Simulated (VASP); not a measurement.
Here is a VASP 6.6.1 calculation.

Contents of POSCAR:

```
AlN
1.0
   -3.1066653375      0.0000000000      0.0000000000
   -1.5533326688     -2.6904511034      0.0000000000
    0.0000000000      0.0000000000     10.2068096770
Al N
4 4
Direct
    0.3333333333      0.3333333333      0.6385631245
    0.3333333333      0.3333333333      0.1508098504
    0.6666666667      0.6666666667      0.8824397616
    0.6666666667      0.6666666667      0.3946864875
    0.3333333333      0.3333333333      0.8246966979
    0.3333333333      0.3333333333      0.3369434238
    0.6666666667      0.6666666667      0.0930667867
    0.6666666667      0.6666666667      0.5808200608
```

File INCAR.step1:

```
  ALGO = Normal
  EDIFF = 1E-4
  ENCUT = 520
  GGA = PE
  ISMEAR = 0
  LASPH = T
  LCHARG = F
  LREAL = F
  LWAVE = T
  NBANDS = 26
  NELM = 100
  PREC = Accurate
  SIGMA = 0.05
```

File INCAR.step2:

```
  ALGO = Normal
  EDIFF = 1E-6
  ENCUT = 520
  ISIF = 2
  ISMEAR = 0
  ISTART = 1
  LASPH = T
  LCHARG = F
  LMIXTAU = T
  LREAL = F
  LWAVE = F
  METAGGA = R2SCAN
  NBANDS = 26
  NELM = 100
  PREC = Accurate
  SIGMA = 0.05
```

KPOINTS

```
k-points
0
Gamma
  8 8 3
```

Potentials or basis: VASP PAW PBE potentials, release 64 (Al, N).

The run is started by

```console
$ cat potpaw_PBE.64/Al/POTCAR potpaw_PBE.64/N/POTCAR > POTCAR
$ cp INCAR.step1 INCAR
$ mpirun -np 1 vasp_std > vasp.out
$ cp INCAR.step2 INCAR
$ mpirun -np 1 vasp_std > vasp.out
```

(1) Predict the band gap on the k mesh.

(2) What does it give for the largest force?

(3) Estimate the pressure.

## Answers

(1) 4.44 eV.

(2) 1.759 eV/Å.

(3) -3.7 GPa.

Caveat: the PAW data sets were made with another functional, which shifts forces and pressure a little.
